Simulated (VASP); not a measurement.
# Rh (Cmcm) in VASP: a series of runs

Rh is run at these levels: PBEsol; tasks: single point.

Program: VASP 6.6.1. These are calculated values, not measurements. Logs are shortened: lines on timing, memory, paths and dates and some standing lists are left out, and cuts for length are marked.

### 1 The cell of the first run

Symmetry: Cmcm, No. 63, orthorhombic system. The conventional cell has a = 2.528 Å, b = 4.719 Å, c = 9.048 Å, α = 90.00°, β = 90.00°, γ = 90.00°. Rh (site symmetry 2/m) has 12 Rh at 2.53 to 2.76 Å within 3.3 Å. Within 3.3 Å of Rh (site symmetry m2m) lie 12 Rh at 2.53 to 2.76 Å.

### 2 Single point, PBEsol

The input, INCAR:

```
SYSTEM = Rh
PREC = Accurate
ENCUT = 520
EDIFF = 1E-6
ISMEAR = 0
SIGMA = 0.15
LREAL = .False.
LASPH = .True.
NELM = 100
ALGO = Fast
ISIF = 2
LWAVE = .False.
LCHARG = .True.
GGA = PS
LELF = .True.
LVHAR = .True.
NBANDS = 38
```

The input, KPOINTS:

```
Automatic mesh
0
Gamma
  18 18 6
  0 0 0
```

The input, POSCAR:

```
Rh
1.0
    2.5282750436      0.0000000000      0.0000000000
   -1.2641375218      2.3596260814      0.0000000000
    0.0000000000      0.0000000000      9.0478106183
Rh
4
Direct
    0.0000000000      0.0000000000      0.0000000000
    0.3333333333      0.6666666667      0.2500000000
    0.0000000000      0.0000000000      0.5000000000
    0.6666666667      0.3333333333      0.7500000000
```

Potentials or basis: VASP PAW PBE potentials, release 64 (Rh_pv).

On the command line:

```console
$ cat potpaw_PBE.64/Rh_pv/POTCAR > POTCAR
$ mpirun -np 1 vasp_std > vasp.out
```

OUTCAR:

```text
SYSTEM = Rh
   PREC = Accurate
   ENCUT = 520
   EDIFF = 1E-6
   ISMEAR = 0
   LREAL = .False.
   LASPH = .True.
   NELM = 100
   ISIF = 2
   GGA = PS

 ion  position               nearest neighbor table
   1  0.000  0.000  0.000-   2 2.71   4 2.71   4 2.71   2 2.71   4 2.76   2 2.76
   2  0.333  0.667  0.250-   1 2.71   3 2.71   1 2.71   3 2.71   1 2.76   3 2.76
   3  0.000  0.000  0.500-   2 2.71   4 2.71   4 2.71   2 2.71   4 2.76   2 2.76
   4  0.667  0.333  0.750-   1 2.71   3 2.71   1 2.71   3 2.71   1 2.76   3 2.76

  LATTYP: Found a base centered orthorhombic cell.
 ALAT       =     2.5282750436
 B/A-ratio  =     1.8665897030
 C/A-ratio  =     3.5786496573

  Lattice vectors:

 A1 = (   1.2641375218,  -2.3596260814,   0.0000000000)
 A2 = (   1.2641375218,   2.3596260814,   0.0000000000)
 A3 = (   0.0000000000,   0.0000000000,   9.0478106183)

Analysis of symmetry for initial positions (statically):
=====================================================================
 Subroutine PRICEL returns:
 Original cell was already a primitive cell.

 Routine SETGRP: Setting up the symmetry group for a
 base centered orthorhombic supercell.

 Subroutine GETGRP returns: Found  8 space group operations
 (whereof  4 operations were pure point group operations)
 out of a pool of  8 trial point group operations.

The static configuration has the point symmetry C_2h.
 The point group associated with its full space group is D_2h.

Analysis of symmetry for dynamics (positions and initial velocities):
=====================================================================
 Subroutine PRICEL returns:
 Original cell was already a primitive cell.

 Routine SETGRP: Setting up the symmetry group for a
 base centered orthorhombic supercell.

 Subroutine GETGRP returns: Found  8 space group operations
 (whereof  4 operations were pure point group operations)
 out of a pool of  8 trial point group operations.

The dynamic configuration has the point symmetry C_2h.
 The point group associated with its full space group is D_2h.

 Subroutine INISYM returns: Found  8 space group operations
 (whereof  4 operations are pure point group operations),
 and found     1 'primitive' translations

----------------------------------------------------------------------------------------

                                     Primitive cell

  volume of cell :      53.9773

  direct lattice vectors                    reciprocal lattice vectors
     2.528275044  0.000000000  0.000000000     0.395526587  0.211897980  0.000000000
    -1.264137522  2.359626081  0.000000000     0.000000000  0.423795960  0.000000000
     0.000000000  0.000000000  9.047810618     0.000000000  0.000000000  0.110523976

[... 92 lines left out ...]
   NFREE  =      0    steps in history (QN), initial steepest desc. (CG)
   ISIF   =      2    stress and relaxation
   ISYM   =      2    0-nonsym 1-usesym 2-fastsym
   POTIM  = 0.5000    time-step for ionic-motion
   TEBEG  =    0.0;   TEEND  =   0.0 temperature during run
   PSTRESS=    0.0 pullay stress
   NELECT =      60.0000    total number of electrons
   NUPDOWN=      -1.0000    fix difference up-down
   EMIN   =  10.00;   EMAX   =-10.00  energy-range for DOS
   EFERMI =   0.00;   METHOD = LEGACY
   ISMEAR =     0;   SIGMA  =   0.15  broadening in eV -4-tet -1-fermi 0-gaus
   EFERMI_NEDOS =   21; number of points for ismear=-14 and -15
   IALGO  =     68    algorithm
   IMIX   =      4    mixing-type and parameters
     AMIX     =   0.40;   BMIX     =  1.00
     AMIX_MAG =   1.60;   BMIX_MAG =  1.00
  volume/ion in A,a.u.               =      13.49        91.06
  Fermi-wavevector in a.u.,A,eV,Ry     =   1.695853  3.204698 39.129239  2.875918
  Thomas-Fermi vector in A             =   2.776822
   LORBIT       =      0    0 simple, 1 ext, 2 COOP (PROOUT), +10 PAW based schemes
   GGA     = PS    functional components
   LHFCALC =     F    Hartree Fock is set to
   AEXX    =    0.0000 exact exchange contribution
   IVDW    =     0    specifies the selected vdW correction
   LEPSILON=     F    determine dielectric tensor
   LRPA    =     F    only Hartree local field effects (RPA)
 non-spin polarized calculation
 RMM-DIIS sequential band-by-band and
 Gauss-broadening in eV      SIGMA  =   0.15
  energy-cutoff  :      520.00
  volume of cell :       53.98
 maximum number of plane-waves:      1476
   NGX =  9   NGY =  9   NGZ = 33

 number of electron      60.0000011 magnetization

 Free energy of the ion-electron system (eV)
  ---------------------------------------------------
  ext. energy  EPLUGINS =         0.00000000
  ---------------------------------------------------
  free energy    TOTEN  =       -32.17427875 eV

  energy without entropy =      -32.11116779  energy(sigma->0) =      -32.14272327

 E-fermi :  12.1125     XC(G=0): -14.3308

 val. band max:       12.1120374059   @ k =   0.2222   0.3889   0.5000
 cond. band min:      12.1140590978   @ k =   0.2222   0.3889   0.0000
 fundamental gap:      0.0020216919
 Fermi energy:        12.1124687548

 k-point     1 :       0.0000    0.0000    0.0000
  band No.  band energies     occupation
      1     -34.9440      2.00000
      2     -34.6100      2.00000
      3     -34.6084      2.00000
      4     -34.3324      2.00000
      5     -34.3022      2.00000
      6     -34.2881      2.00000
[... 973 lines left out ...]
     37      19.9947      0.00000
     38      26.8269      0.00000

 [... further k-points ...]

------------------------ aborting loop because EDIFF is reached ----------------------------------------

  FORCE on cell =-STRESS in cart. coord.  units (eV):
  Direction    XX          YY          ZZ          XY          YZ          ZX
  --------------------------------------------------------------------------------------
  -------------------------------------------------------------------------------------
  Total        9.0536096     -1.6884090     -4.0352299      0.0000000      0.0000000      0.0000000
  in kB      268.7332099    -50.1160962   -119.7754638      0.0000000      0.0000000      0.0000000
  external PRESSURE =      32.9472166 kB  Pullay stress =       0.0000000 kB

 VOLUME and BASIS-vectors are now :
 -----------------------------------------------------------------------------
  energy-cutoff  :      520.00
  volume of cell :       53.98
      direct lattice vectors                 reciprocal lattice vectors
     2.528275044  0.000000000  0.000000000     0.395526587  0.211897980  0.000000000
    -1.264137522  2.359626081  0.000000000     0.000000000  0.423795960  0.000000000
     0.000000000  0.000000000  9.047810618     0.000000000  0.000000000  0.110523976

 POSITION                                       TOTAL-FORCE (eV/Angst)
 -----------------------------------------------------------------------------------
      0.00000      0.00000      0.00000         0.000000      0.000000      0.000000
     -0.00000      1.57308      2.26195         0.000000     -0.120079      0.000000
      0.00000      0.00000      4.52391         0.000000      0.000000      0.000000
      1.26414      0.78654      6.78586         0.000000      0.120079      0.000000
 -----------------------------------------------------------------------------------
    total drift:                                0.000000     -0.000000      0.000000

  FREE ENERGIE OF THE ION-ELECTRON SYSTEM (eV)
  ---------------------------------------------------
  free  energy   TOTEN  =       -32.1742787456 eV

  energy  without entropy=      -32.1111677893  energy(sigma->0) =      -32.14272327
```

stdout:

```text
POSCAR found type information on POSCAR Rh
 POSCAR found :  1 types and       4 ions
 scaLAPACK will be used
 -----------------------------------------------------------------------------
|                                                                             |
|                                                                             |
|     You enforced a specific xc type in the INCAR file but a different       |
|     I HOPE YOU KNOW WHAT YOU ARE DOING!                                     |
|                                                                             |
 -----------------------------------------------------------------------------

 LDA part: xc-table for (Slater+PW92), standard interpolation
 POSCAR, INCAR and KPOINTS ok, starting setup
 FFT: planning ... GRIDC
 FFT: planning ... GRID_SOFT
 FFT: planning ... GRID
 WAVECAR not read
 entering main loop
WARNING in EDDRMM: call to ZHEGV failed, returncode =   8  4     38
```

Run time: 7.1 min. Hardware: 1 thread of Intel Xeon Platinum 8488C (Sapphire Rapids), shared host; peak memory 0.56 GiB.

What came out:

```yaml
Free_energy: -32.1743 eV
Pressure: 3.3 GPa
Largest_force: 0.120 eV/Å
Band_gap_on_the_k_mesh: zero (bands 30 and 31 overlap by 2.13 eV)
```

Forces in eV/Å, atoms in the order of the input:
```
Rh   0.000  0.000  0.000
Rh   0.000 -0.120  0.000
Rh   0.000  0.000  0.000
Rh   0.000  0.120  0.000
```

Stress tensor (GPa, compression positive):
```
 26.87   0.00   0.00
  0.00  -5.01   0.00
  0.00   0.00 -11.98
```

Caveat: the cell differs from its parent crystal (strain +e along x and -e along y -0.0367, strain +e along z and -e/2 along x and y +0.0367); the stress differs along the axes, from -12 to 27 GPa; the PAW data sets were made with another functional, which shifts forces and pressure a little.

### 3 Single point, PBEsol

This run uses another cell than the first one, of the same volume but with other edges.

The input, INCAR:

```
PREC = Accurate
ENCUT = 520
EDIFF = 1E-6
ISMEAR = 0
SIGMA = 0.15
LREAL = False
LASPH = True
NELM = 60
ALGO = Fast
ISIF = 2
LWAVE = False
LCHARG = False
GGA = PS
NBANDS = 38
```

The input, KPOINTS:

```
Automatic mesh
0
Gamma
  18 18 6
```

The input, POSCAR:

```
Rh
1.0
    2.8228547380      0.0000000000      0.0000000000
   -1.4114273690      2.2745882484      0.0000000000
    0.0000000000      0.0000000000      8.4072113135
Rh
4
Direct
    0.0000000000      0.0000000000      0.0000000000
    0.3333333333      0.6666666667      0.2500000000
    0.0000000000      0.0000000000      0.5000000000
    0.6666666667      0.3333333333      0.7500000000
```

Potentials or basis: VASP PAW PBE potentials, release 64 (Rh_pv).

On the command line:

```console
$ cat potpaw_PBE.64/Rh_pv/POTCAR > POTCAR
$ mpirun -np 1 vasp_std > vasp.out
```

OUTCAR:

```text
PREC = Accurate
   ENCUT = 520
   EDIFF = 1E-6
   ISMEAR = 0
   LREAL = False
   LASPH = True
   NELM = 60
   ISIF = 2
   GGA = PS

 ion  position               nearest neighbor table
   1  0.000  0.000  0.000-   2 2.59   4 2.59   4 2.64   2 2.64   4 2.64   2 2.64
   2  0.333  0.667  0.250-   1 2.59   3 2.59   1 2.64   3 2.64   1 2.64   3 2.64
   3  0.000  0.000  0.500-   2 2.59   4 2.59   4 2.64   2 2.64   4 2.64   2 2.64
   4  0.667  0.333  0.750-   1 2.59   3 2.59   1 2.64   3 2.64   1 2.64   3 2.64

  Warning from LATTYP: Monoclinic adjustment (A1->A3, A2->A1, A3->A2)!
  LATTYP: Found a base centered orthorhombic cell.
 ALAT       =     2.8228547380
 B/A-ratio  =     1.6115517513
 C/A-ratio  =     2.9782656544

  Lattice vectors:

 A1 = (   1.4114273690,  -2.2745882484,   0.0000000000)
 A2 = (   1.4114273690,   2.2745882484,   0.0000000000)
 A3 = (   0.0000000000,   0.0000000000,   8.4072113135)

Analysis of symmetry for initial positions (statically):
=====================================================================
 Subroutine PRICEL returns:
 Original cell was already a primitive cell.

 Routine SETGRP: Setting up the symmetry group for a
 base centered orthorhombic supercell.

 Subroutine GETGRP returns: Found  8 space group operations
 (whereof  4 operations were pure point group operations)
 out of a pool of  8 trial point group operations.

The static configuration has the point symmetry C_2h.
 The point group associated with its full space group is D_2h.

Analysis of symmetry for dynamics (positions and initial velocities):
=====================================================================
 Subroutine PRICEL returns:
 Original cell was already a primitive cell.

 Routine SETGRP: Setting up the symmetry group for a
 base centered orthorhombic supercell.

 Subroutine GETGRP returns: Found  8 space group operations
 (whereof  4 operations were pure point group operations)
 out of a pool of  8 trial point group operations.
[... 126 lines left out ...]
     AMIX_MAG =   1.60;   BMIX_MAG =  1.00
  volume/ion in A,a.u.               =      13.50        91.07
  Fermi-wavevector in a.u.,A,eV,Ry     =   1.695811  3.204618 39.127300  2.875775
  Thomas-Fermi vector in A             =   2.776787
   LORBIT       =      0    0 simple, 1 ext, 2 COOP (PROOUT), +10 PAW based schemes
   GGA     = PS    functional components
   LHFCALC =     F    Hartree Fock is set to
   AEXX    =    0.0000 exact exchange contribution
   IVDW    =     0    specifies the selected vdW correction
   LEPSILON=     F    determine dielectric tensor
   LRPA    =     F    only Hartree local field effects (RPA)
 non-spin polarized calculation
 RMM-DIIS sequential band-by-band and
 Gauss-broadening in eV      SIGMA  =   0.15
  energy-cutoff  :      520.00
  volume of cell :       53.98
 maximum number of plane-waves:      1484
 NGX is ok and might be reduce to    24

 number of electron      59.9999993 magnetization

 Free energy of the ion-electron system (eV)
  ---------------------------------------------------
  ext. energy  EPLUGINS =         0.00000000
  ---------------------------------------------------
  free energy    TOTEN  =       -32.26559945 eV

  energy without entropy =      -32.19945738  energy(sigma->0) =      -32.23252841

 E-fermi :  12.1331     XC(G=0): -14.3313

 val. band max:       12.1321603683   @ k =   0.1111   0.2222   0.3333
 cond. band min:      12.1335006991   @ k =  -0.3889   0.1111   0.0000
 fundamental gap:      0.0013403307
 Fermi energy:        12.1331243840

 k-point     1 :       0.0000    0.0000    0.0000
  band No.  band energies     occupation
      1     -35.1439      2.00000
      2     -34.7148      2.00000
      3     -34.6992      2.00000
      4     -34.3924      2.00000
      5     -34.3845      2.00000
      6     -34.3391      2.00000
[... 973 lines left out ...]
     37      21.4234      0.00000
     38      24.8812      0.00000

 [... further k-points ...]

------------------------ aborting loop because EDIFF is reached ----------------------------------------

  FORCE on cell =-STRESS in cart. coord.  units (eV):
  Direction    XX          YY          ZZ          XY          YZ          ZX
  --------------------------------------------------------------------------------------
  -------------------------------------------------------------------------------------
  Total       -3.9295944      2.0487251      4.8309512      0.0000000      0.0000000      0.0000000
  in kB     -116.6312746     60.8066380    143.3837539      0.0000000      0.0000000      0.0000000
  external PRESSURE =      29.1863724 kB  Pullay stress =       0.0000000 kB

 VOLUME and BASIS-vectors are now :
 -----------------------------------------------------------------------------
  energy-cutoff  :      520.00
  volume of cell :       53.98
      direct lattice vectors                 reciprocal lattice vectors
     2.822854738  0.000000000  0.000000000     0.354251314  0.219820005  0.000000000
    -1.411427369  2.274588248  0.000000000     0.000000000  0.439640010  0.000000000
     0.000000000  0.000000000  8.407211313     0.000000000  0.000000000  0.118945506

 POSITION                                       TOTAL-FORCE (eV/Angst)
 -----------------------------------------------------------------------------------
      0.00000      0.00000      0.00000         0.000000      0.000000      0.000000
     -0.00000      1.51639      2.10180        -0.000000      0.239577      0.000000
      0.00000      0.00000      4.20361         0.000000      0.000000      0.000000
      1.41143      0.75820      6.30541         0.000000     -0.239577     -0.000000
 -----------------------------------------------------------------------------------
    total drift:                               -0.000000      0.000000     -0.000000

  FREE ENERGIE OF THE ION-ELECTRON SYSTEM (eV)
  ---------------------------------------------------
  free  energy   TOTEN  =       -32.2655994539 eV

  energy  without entropy=      -32.1994573760  energy(sigma->0) =      -32.23252841
```

stdout:

```text
POSCAR found type information on POSCAR Rh
 POSCAR found :  1 types and       4 ions
 scaLAPACK will be used
 -----------------------------------------------------------------------------
|                                                                             |
|                                                                             |
|     You enforced a specific xc type in the INCAR file but a different       |
|     I HOPE YOU KNOW WHAT YOU ARE DOING!                                     |
|                                                                             |
 -----------------------------------------------------------------------------

 LDA part: xc-table for (Slater+PW92), standard interpolation
 POSCAR, INCAR and KPOINTS ok, starting setup
 FFT: planning ... GRIDC
 FFT: planning ... GRID_SOFT
 FFT: planning ... GRID
 WAVECAR not read
 entering main loop
```

Wall time 4.2 min (1 thread of Intel Xeon 6975P-C (Granite Rapids), shared host); peak memory 0.57 GiB.

What came out:

```yaml
Free_energy: -32.2656 eV
Pressure: 2.9 GPa
Largest_force: 0.240 eV/Å
Band_gap_on_the_k_mesh: zero (bands 30 and 31 overlap by 2.16 eV)
```

Forces on the atoms (eV/Å):
```
Rh   0.000  0.000  0.000
Rh   0.000  0.240  0.000
Rh   0.000  0.000  0.000
Rh   0.000 -0.240  0.000
```

Levels at points of the mesh, in eV from the Fermi level:
```csv
k point,band 26,band 27,band 28,band 29,band 30,band 31,band 32,band 33,band 34,band 35
"(0.00, 0.00, 0.00)",-2.24,-2.19,-1.86,-1.43,-1.21,-1.01,-0.46,-0.14,0.44,0.66
"(0.50, 0.00, 0.00)",0.18,0.21,0.31,0.50,0.81,0.84,1.00,1.01,1.96,4.06
"(0.00, 0.50, 0.00)",0.47,0.54,0.62,0.70,0.86,0.93,0.96,1.48,2.67,4.69
"(0.00, 0.00, 0.50)",-2.62,-1.45,-1.45,-1.00,-1.00,-0.82,-0.82,-0.01,-0.01,0.22
"(0.50, 0.00, 0.50)",-1.11,-0.06,-0.06,0.26,0.26,0.60,0.60,2.66,2.66,4.02
"(0.00, 0.50, 0.50)",-0.89,-0.26,-0.26,0.52,0.52,0.83,0.83,3.15,3.15,4.68
```

Caveat: the cell differs from its parent crystal (strain +e along x and -e along y +0.0367, strain +e along z and -e/2 along x and y -0.0367); the stress differs along the axes, from -12 to 14 GPa; the PAW data sets were made with another functional, which shifts forces and pressure a little.

(Part 1 of 2 ends here.)
